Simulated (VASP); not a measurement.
# NdCu3 (Pm-3m) in VASP: a series of runs

The runs below take NdCu3 through single point, with PBE+U.

Everything below comes from runs of VASP 6.6.1. Logs are shortened: lines on timing, memory, paths and dates and some standing lists are left out, and cuts for length are marked.

## 1. The cell of the first run

Symmetry: Pm-3m, No. 221, cubic system. Conventional cell: a = 4.201 Å, b = 4.201 Å, c = 4.201 Å, α = 90.00°, β = 90.00°, γ = 90.00°. Nd (site symmetry m-3m) has 12 Cu at 2.97 Å within 3.9 Å. Cu (site symmetry 4/mmm) has 4 Nd at 2.97 Å and 8 Cu at 2.97 Å within 3.9 Å.

## 2. Single point, PBE+U, collinear spin, ferromagnetic start (18.54 Å³/atom)

Input file INCAR:

```
SYSTEM = NdCu3
PREC = Accurate
ENCUT = 600
EDIFF = 1E-6
ISMEAR = 0
SIGMA = 0.05
LREAL = .False.
LASPH = .True.
NELM = 200
ALGO = Normal
ISIF = 2
LWAVE = .False.
LCHARG = .False.
ISPIN = 2
MAGMOM = 3.37 0.06 0.06 0.06
LORBIT = 11
LMAXMIX = 6
LDAU = .True.
LDAUTYPE = 2
LDAUL = 3 -1
LDAUU = 6 0
LDAUJ = 0 0
LDAUPRINT = 1
GGA = PE
NBANDS = 36
GGA_COMPAT = .False.
```

Input file KPOINTS:

```
Automatic mesh
0
Gamma
  8 8 8
  0 0 0
```

Input file POSCAR:

```
NdCu3
1.0
    4.2012074387      0.0000000000      0.0000000000
    0.0000000000      4.2012074387      0.0000000000
    0.0000000000      0.0000000000      4.2012074387
Nd Cu
1 3
Direct
    0.0000000000      0.0000000000      0.0000000000
    0.0000000000      0.5000000000      0.5000000000
    0.5000000000      0.5000000000      0.0000000000
    0.5000000000      0.0000000000      0.5000000000
```

Potentials or basis: VASP PAW PBE potentials, release 64 (Nd, Cu).

The run is started by

```sh
$ cat potpaw_PBE.64/Nd/POTCAR potpaw_PBE.64/Cu/POTCAR > POTCAR
$ mpirun -np 1 vasp_std > vasp.out
```

OUTCAR:

```text
SYSTEM = NdCu3
   PREC = Accurate
   ENCUT = 600
   EDIFF = 1E-6
   ISMEAR = 0
   LREAL = .False.
   LASPH = .True.
   NELM = 200
   ISIF = 2
   ISPIN = 2
   LORBIT = 11
   GGA = PE

 ion  position               nearest neighbor table
   1  0.000  0.000  0.000-   2 2.97   3 2.97   4 2.97   2 2.97   4 2.97   2 2.97   3 2.97   2 2.97
                             3 2.97   4 2.97   4 2.97   3 2.97
   2  0.000  0.500  0.500-   1 2.97   1 2.97   1 2.97   1 2.97
   3  0.500  0.500  0.000-   1 2.97   1 2.97   1 2.97   1 2.97
   4  0.500  0.000  0.500-   1 2.97   1 2.97   1 2.97   1 2.97

  LATTYP: Found a simple cubic cell.
 ALAT       =     4.2012074387

  Lattice vectors:

 A1 = (   4.2012074387,   0.0000000000,   0.0000000000)
 A2 = (   0.0000000000,   4.2012074387,   0.0000000000)
 A3 = (   0.0000000000,   0.0000000000,   4.2012074387)

Analysis of symmetry for initial positions (statically):
=====================================================================
 Subroutine PRICEL returns:
 Original cell was already a primitive cell.

 Routine SETGRP: Setting up the symmetry group for a
 simple cubic supercell.

 Subroutine GETGRP returns: Found 48 space group operations
 (whereof 48 operations were pure point group operations)
 out of a pool of 48 trial point group operations.

The static configuration has the point symmetry O_h .

Analysis of symmetry for dynamics (positions and initial velocities):
=====================================================================
 Subroutine PRICEL returns:
 Original cell was already a primitive cell.

 Routine SETGRP: Setting up the symmetry group for a
 simple cubic supercell.

 Subroutine GETGRP returns: Found 48 space group operations
 (whereof 48 operations were pure point group operations)
 out of a pool of 48 trial point group operations.

The dynamic configuration has the point symmetry O_h .

Analysis of structural, dynamic, and magnetic symmetry:
=====================================================================
 Subroutine PRICEL returns:
 Original cell was already a primitive cell.

[... 190 lines left out ...]
  o =  0.0080  v =  0.0000 -0.0000  0.0000 -0.9994  0.0210  0.0000 -0.0271  0.0000  0.0000  0.0000  0.0000  0.0000  0.0000  0.0000      0.0000  0.0000  0.0000  0.0000  0.0000  0.0000  0.0000  0.0000  0.0000  0.0000  0.0000  0.0000  0.0000  0.0000
  o =  0.9773  v =  0.0000  0.0000  0.0000 -0.0000 -0.7748  0.1985 -0.6002  0.0000  0.0000  0.0000  0.0000  0.0000  0.0000  0.0000      0.0000  0.0000  0.0000  0.0000  0.0000  0.0000  0.0000  0.0000  0.0000  0.0000  0.0000  0.0000  0.0000  0.0000
  o =  0.9773  v =  0.0000  0.0000 -0.0000 -0.0000  0.1569  0.9801  0.1215  0.0000  0.0000  0.0000  0.0000  0.0000  0.0000  0.0000      0.0000  0.0000  0.0000  0.0000  0.0000  0.0000  0.0000  0.0000  0.0000  0.0000  0.0000  0.0000  0.0000  0.0000
  o =  0.9773  v = -0.6124  0.0000  0.7906  0.0000  0.0000 -0.0000  0.0000  0.0000  0.0000  0.0000  0.0000  0.0000  0.0000  0.0000      0.0000  0.0000  0.0000  0.0000  0.0000  0.0000  0.0000  0.0000  0.0000  0.0000  0.0000  0.0000  0.0000  0.0000

 number of electron      47.0000029 magnetization       3.4178521

 Free energy of the ion-electron system (eV)
  ---------------------------------------------------
  ext. energy  EPLUGINS =         0.00000000
  ---------------------------------------------------
  free energy    TOTEN  =       -16.12887269 eV

  energy without entropy =      -16.12546353  energy(sigma->0) =      -16.12716811

 E-fermi :   5.6043     XC(G=0): -11.1058

 val. band max:        5.5969846003   @ k =   0.1250   0.0000   0.0000
 cond. band min:       5.6201405877   @ k =   0.3750   0.1250   0.0000
 fundamental gap:      0.0231559874
 Fermi energy:         5.6042798264

 spin component 1

 k-point     1 :       0.0000    0.0000    0.0000
  band No.  band energies     occupation
      1     -32.6087      1.00000
      2     -13.6065      1.00000
      3     -13.6065      1.00000
      4     -13.6065      1.00000
      5      -1.2160      1.00000
      6       0.4515      1.00000
[... 1817 lines left out ...]
     34      10.0427      0.00000
     35      10.9078      0.00000

 [... further k-points ...]

 [bands above 35 left out]

------------------------ aborting loop because EDIFF is reached ----------------------------------------

  FORCE on cell =-STRESS in cart. coord.  units (eV):
  Direction    XX          YY          ZZ          XY          YZ          ZX
  --------------------------------------------------------------------------------------
  -------------------------------------------------------------------------------------
  Total        0.0241348      0.0241348      0.0241348     -0.0000000     -0.0000000      0.0000000
  in kB        0.5214739      0.5214739      0.5214739     -0.0000000     -0.0000000      0.0000000
  external PRESSURE =       0.5214739 kB  Pullay stress =       0.0000000 kB

 VOLUME and BASIS-vectors are now :
 -----------------------------------------------------------------------------
  energy-cutoff  :      600.00
  volume of cell :       74.15
      direct lattice vectors                 reciprocal lattice vectors
     4.201207439  0.000000000  0.000000000     0.238026809  0.000000000  0.000000000
     0.000000000  4.201207439  0.000000000     0.000000000  0.238026809  0.000000000
     0.000000000  0.000000000  4.201207439     0.000000000  0.000000000  0.238026809

 POSITION                                       TOTAL-FORCE (eV/Angst)
 -----------------------------------------------------------------------------------
      0.00000      0.00000      0.00000         0.000000      0.000000      0.000000
      0.00000      2.10060      2.10060         0.000000      0.000000      0.000000
      2.10060      2.10060      0.00000         0.000000      0.000000      0.000000
      2.10060      0.00000      2.10060         0.000000      0.000000      0.000000
 -----------------------------------------------------------------------------------
    total drift:                                0.000000      0.000000      0.000000

  FREE ENERGIE OF THE ION-ELECTRON SYSTEM (eV)
  ---------------------------------------------------
  free  energy   TOTEN  =       -16.1288726944 eV

  energy  without entropy=      -16.1254635304  energy(sigma->0) =      -16.12716811

 total charge

# of ion       s       p       d       f       tot
--------------------------------------------------
    1        2.006   5.355   0.629   2.985  10.975
    2        0.510   0.205   9.158   0.000   9.872
    3        0.510   0.205   9.158   0.000   9.872
    4        0.510   0.205   9.158   0.000   9.872
--------------------------------------------------
tot          3.535   5.970  28.101   2.985  40.591

 magnetization (x)

# of ion       s       p       d       f       tot
--------------------------------------------------
    1       -0.008  -0.100   0.101   2.933   2.926
    2        0.007   0.015   0.012   0.000   0.034
    3        0.007   0.015   0.012   0.000   0.034
    4        0.007   0.015   0.012   0.000   0.034
--------------------------------------------------
tot          0.012  -0.055   0.138   2.933   3.028
```

OSZICAR:

```text
N       E                     dE             d eps       ncg     rms          rms(c)
DAV:   1     0.422567312855E+03    0.42257E+03   -0.20508E+04  6200   0.358E+03
[... 23 lines left out ...]
DAV:  25    -0.161289831968E+02    0.23913E-03   -0.51124E-04  9292   0.494E-01    0.164E-01
DAV:  26    -0.161288501547E+02    0.13304E-03   -0.83358E-04  9432   0.565E-01    0.194E-01
DAV:  27    -0.161288705062E+02   -0.20351E-04   -0.23345E-04  9788   0.215E-01    0.120E-01
DAV:  28    -0.161288781536E+02   -0.76474E-05   -0.23412E-05  8188   0.324E-02    0.121E-01
DAV:  29    -0.161288884341E+02   -0.10280E-04   -0.10486E-05  7060   0.672E-02    0.534E-02
DAV:  30    -0.161288731257E+02    0.15308E-04   -0.22470E-05  7028   0.127E-01    0.413E-02
DAV:  31    -0.161288726944E+02    0.43130E-06   -0.54052E-06  6228   0.277E-02
   1 F= -.16128873E+02 E0= -.16127168E+02  d E =-.340916E-02  mag=     3.4179
```

Run time: 13 min. Hardware: 1 thread of Intel Xeon 8259CL, shared host; peak memory 0.37 GiB.

What came out:

- Free energy: -16.1289 eV
- Pressure: 0.1 GPa
- Net moment: 3.42 μB per cell
- Site moments: Nd +2.93; Cu +0.03 μB
- Valence electrons inside the program's atomic spheres: Nd 10.97; Cu 9.87

Levels at points of the mesh, in eV from the Fermi level:
Spin up:
```csv
k point,band 21,band 22,band 23,band 24,band 25,band 26,band 27,band 28,band 29,band 30
"(0.00, 0.00, 0.00)",-2.02,-2.02,-2.02,0.36,0.36,0.99,0.99,0.99,1.86,2.58
"(0.50, 0.00, 0.00)",-2.53,-2.39,-2.23,-2.02,0.33,0.35,0.35,1.38,1.45,1.45
"(0.50, 0.50, 0.00)",-2.48,-2.48,-2.38,-1.99,-0.74,-0.74,1.13,1.13,1.38,1.38
"(0.50, 0.50, 0.50)",-2.15,-2.15,-0.82,-0.62,-0.62,-0.62,0.75,0.75,0.75,1.63
```
Spin down:
| k point | band 20 | band 21 | band 22 | band 23 | band 24 | band 25 |
| --- | --- | --- | --- | --- | --- | --- |
| (0.00, 0.00, 0.00) | -2.00 | 0.57 | 0.57 | 1.69 | 1.69 | 1.69 |
| (0.50, 0.00, 0.00) | -2.24 | -2.00 | 0.62 | 0.66 | 0.66 | 2.60 |
| (0.50, 0.50, 0.00) | -2.35 | -1.71 | -0.65 | -0.65 | 1.52 | 1.52 |
| (0.50, 0.50, 0.50) | -0.74 | -0.50 | -0.50 | -0.50 | 1.16 | 1.16 |

Eigenvalues of the final occupation matrices:
```
    site  spin  trace                         eigenvalues
site 1 f     1   2.96  0.01 0.01 0.01 0.01 0.98 0.98 0.98
site 1 f     2   0.03  0.00 0.00 0.00 0.00 0.00 0.00 0.00
```

Caveat: the magnetic or orbital state may not be the lowest; spin-orbit coupling is left out, which moves the levels of the heavy elements. The state reached can hang on the start; a lower one may exist.

## 3. Single point, PBE+U, collinear spin, ferromagnetic start

Edit INCAR of step 2 so:

```diff
@@ -12,5 +12,5 @@
 LWAVE = .False.
-LCHARG = .False.
+LCHARG = .True.
 ISPIN = 2
-MAGMOM = 3.37 0.06 0.06 0.06
+MAGMOM = 0.5 0 0 0
 LORBIT = 11
@@ -24,2 +24,4 @@
 GGA = PE
+LELF = .True.
+LVHAR = .True.
 NBANDS = 36
```

Input file KPOINTS:

```
regular mesh
0
Gamma
  8 8 8
  0 0 0
```

POSCAR is that of step 2.

Potentials or basis: VASP PAW PBE potentials, release 64 (Nd, Cu).

The run is started by

```sh
$ cat potpaw_PBE.64/Nd/POTCAR potpaw_PBE.64/Cu/POTCAR > POTCAR
$ mpirun -np 1 vasp_std > vasp.out
```

It took 15 min on 1 thread of Intel Xeon 8259CL, shared host; peak memory 0.37 GiB.

The run converged. Its results:

```
Free energy                                           : -15.1145 eV
Pressure                                              : 2.9 GPa
Net moment                                            : -4.02 μB per cell
Site moments                                          : Nd -3.54; Cu -0.03 μB
Valence electrons inside the program's atomic spheres : Nd 11.55; Cu 9.87
```

Levels at points of the mesh, in eV from the Fermi level:
Spin up:
| k point | band 18 | band 19 | band 20 | band 21 | band 22 | band 23 | band 24 | band 25 |
| --- | --- | --- | --- | --- | --- | --- | --- | --- |
| (0.00, 0.00, 0.00) | -1.88 | -1.88 | -1.88 | 1.07 | 1.07 | 2.34 | 2.34 | 2.34 |
| (0.50, 0.00, 0.00) | -2.35 | -2.26 | -2.13 | -1.88 | 1.24 | 1.24 | 1.32 | 3.48 |
| (0.50, 0.50, 0.00) | -2.36 | -2.36 | -2.24 | -1.16 | -0.37 | -0.37 | 2.25 | 2.25 |
| (0.50, 0.50, 0.50) | -2.02 | -2.02 | -0.62 | -0.25 | -0.25 | -0.25 | 1.75 | 1.75 |
Spin down:
| k point | band 24 | band 25 | band 26 | band 27 | band 28 | band 29 |
| --- | --- | --- | --- | --- | --- | --- |
| (0.00, 0.00, 0.00) | -0.27 | 0.80 | 0.80 | 2.53 | 2.53 | 2.53 |
| (0.50, 0.00, 0.00) | -0.07 | -0.07 | 0.91 | 0.93 | 0.93 | 3.24 |
| (0.50, 0.50, 0.00) | -0.53 | -0.12 | -0.12 | -0.04 | 1.86 | 1.86 |
| (0.50, 0.50, 0.50) | -0.22 | -0.22 | -0.22 | 0.02 | 1.51 | 1.51 |

Eigenvalues of the final occupation matrices:
| site | spin | trace | eigenvalues |
| --- | --- | --- | --- |
| site 1 f | 1 | 0.01 | 0.00 0.00 0.00 0.00 0.00 0.00 0.00 |
| site 1 f | 2 | 3.62 | 0.00 0.00 0.00 0.88 0.88 0.88 0.97 |

Caveat: the magnetic or orbital state may not be the lowest; spin-orbit coupling is left out, which moves the levels of the heavy elements.
